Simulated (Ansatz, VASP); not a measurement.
## Two plane-wave programs on BN

Contents of INCAR:

```
PREC = Accurate ; ENCUT = 520
EDIFF = 1E-6 ; ISMEAR = -1
SIGMA = 0.05 ; LREAL = F
LASPH = T ; NELM = 100
ALGO = Normal ; ISIF = 2
LWAVE = F ; LCHARG = F
NBANDS = 11
```

File KPOINTS:

```
regular mesh
0
Gamma
  15 15 15
```

POSCAR

```
BN
1.0
    0.0000000000      1.4906141717      1.4906141717
    1.4906141717      0.0000000000      1.4906141717
    1.4906141717      1.4906141717      0.0000000000
B N
1 1
Direct
    0.0000000000      0.0000000000      0.0000000000
    0.5000000000      0.5000000000      0.5000000000
```

Input for Ansatz:

```yaml
crystal:
  lattice:
    - [0.0, 1.4906141717, 1.4906141717]
    - [1.4906141717, 0.0, 1.4906141717]
    - [1.4906141717, 1.4906141717, 0.0]
  atoms:
    - { symbol: B, position: [0.0, 0.0, 0.0] }
    - { symbol: "N", position: [0.5, 0.5, 0.5] }
kpoints:
  mp_grid: { grid: [15, 15, 15] }
scf:
  occupations: { method: fermi_dirac, width: 0.05 }
hamiltonian:
  xc: lda
  pseudopotentials: { kind: paw }
output:
  forces: true
  stress: true
  eigenvalues: true
  populations: true
```

Change from the starting cell: volume scaled by 0.64, PAW files.

Alike in both runs: task single point; functional LDA; k mesh 15 × 15 × 15; occupations fermi-dirac, width 0.05 eV; no spin polarisation.

|  | VASP | Ansatz |
| --- | --- | --- |
| version | VASP 6.6.1 | Ansatz 0.2.0 |
| potentials or method | VASP PAW LDA potentials, release 64 (B, N) | PAW with Ansatz's default frozen-core files, scalar-relativistic |
| plane-wave cutoff (eV) | 520 | 420 |
| valence electrons in the cell | 8 | 8 |

|  | VASP | Ansatz | Ansatz less VASP |
| --- | --- | --- | --- |
| gap on the k mesh at the Fermi level (eV) | 5.54 | 5.57 | +0.031 |
| pressure (GPa) | 428.3 | 423.9 | -4.35 |

LDA's correlation is that of Perdew and Zunger in VASP and of Perdew and Wang (1992) in Ansatz. Both programs put the cell under a high pressure, so it lies far from rest at this level.

Noted on VASP's run: the cell as given lies far from equilibrium.
